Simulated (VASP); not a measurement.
Set up this calculation in VASP 6.6.1, as the native input.

```
Task                   : relaxation of shape and atoms at fixed volume
Functional             : PBE
Potentials or basis    : VASP PAW PBE potentials, release 64 (Rb_sv)
Cutoff                 : 600 eV
k mesh                 : 5 × 5 × 7
Occupations            : fermi-dirac, width 0.05 eV
Spin                   : no spin polarisation
Dipole correction      : no
Further INCAR settings : ALGO = Normal; EDIFF = 1e-06; IBRION = 2; EDIFFG = -0.005; NSW = 50; ISIF = 4
```

The structure of Rb lies in POSCAR:

```
Rb
1.0
    6.8301175306      0.0000000000      0.0000000000
   -3.4150587653      5.9150552923      0.0000000000
    0.0000000000      0.0000000000      4.0807773268
Rb
3
Direct
    0.0000000000      0.0000000000      0.0000000000
    0.3333333333      0.6666666667      0.5000000000
    0.6666666667      0.3333333333      0.5000000000
```

This isn't the form of Rb at room conditions, which is bcc.

One way to write it, as run:

INCAR

```
SYSTEM = Rb
PREC = Accurate
ENCUT = 600
EDIFF = 1E-6
ISMEAR = -1
SIGMA = 0.05
LREAL = .False.
LASPH = .True.
NELM = 80
ALGO = Normal
ISIF = 4
LWAVE = .False.
LCHARG = .False.
GGA = PE
IBRION = 2
NSW = 50
EDIFFG = -0.005
```

KPOINTS

```
Automatic mesh
0
Gamma
  5 5 7
  0 0 0
```

Potentials or basis: VASP PAW PBE potentials, release 64 (Rb_sv).

Run with:

```bash
$ cat potpaw_PBE.64/Rb_sv/POTCAR > POTCAR
$ mpirun -np 1 vasp_std > vasp.out
```

Results of the run:

| Quantity | Value |
| --- | --- |
| Energy gained by relaxing | 0.0 meV/atom |
| Ionic steps | 3 |
| Pressure after relaxing | 3.5 GPa |
| Band gap on the k mesh | zero (an odd number of electrons rules out a gap without spin polarisation) |

Wall time 99 s on 1 thread of Intel(R) Xeon(R) Platinum 8259CL CPU @ 2.50GHz (Skylake/Cascade Lake), with other jobs on the host, peak memory 0.35 GiB.
